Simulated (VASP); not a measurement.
**TaN: single point with r2SCAN+D4**

TaN:

```
CELL_PARAMETERS angstrom
5.19284 0.00000 0.00000
-2.59642 4.49713 0.00000
0.00000 0.00000 2.90430
ATOMIC_POSITIONS crystal
Ta 0.33333 0.66667 0.50000
Ta 0.66667 0.33333 0.50000
Ta 0.00000 0.00000 0.00000
N 0.39251 0.00000 0.00000
N 0.60749 0.60749 0.00000
N 0.00000 0.39251 0.00000
```

| Property | Result |
| --- | --- |
| Program | VASP 6.6.1 |
| Task | single point |
| Functional | r2SCAN |
| Dispersion | D4 |
| Potentials or basis | VASP PAW PBE potentials, release 64 (Ta_pv, N) |
| Cutoff | 520 eV |
| k mesh | 6 × 6 × 9 |
| Occupations | fermi-dirac, width 0.15 eV |
| Spin | no spin polarisation |
| Dipole correction | no |
| Further INCAR settings | ALGO = Normal; EDIFF = 1e-06; NBANDS = 33 |

| Property | Result |
| --- | --- |
| Pressure | 1.6 GPa |
| Band gap on the k mesh | zero (band 24 reaches 10.12 eV, above the bottom of band 25 at 6.97 eV) |
| Dispersion energy per atom | -0.109 eV |

Forces on the atoms (eV/Å):
```
Ta   0.000  0.000  0.000
Ta   0.000  0.000  0.000
Ta   0.000  0.000  0.000
N    0.002  0.000  0.000
N   -0.001 -0.002  0.000
N   -0.001  0.002  0.000
```

Stress tensor (GPa, compression positive):
```
1.67 0.00 0.00
0.00 1.67 0.00
0.00 0.00 1.52
```

Levels at points of the mesh, in eV from the Fermi level:
```tsv
k point	band 21	band 22	band 23	band 24	band 25	band 26	band 27	band 28
(0.00, 0.00, 0.00)	-4.58	-3.54	-1.97	-0.93	-0.93	0.78	0.78	1.94
(0.50, 0.00, 0.00)	-4.16	-4.14	-2.95	-2.70	1.39	2.00	2.12	2.66
```

It took 7.1 min on 1 thread of Intel Xeon 8259CL (shared host), peak memory 0.24 GiB.

Caveat: the PAW data sets were made with another functional, which shifts forces and pressure a little; spin-orbit coupling is left out, which moves the levels of the heavy elements; pairwise dispersion overbinds metals, which lowers pressure and volume.
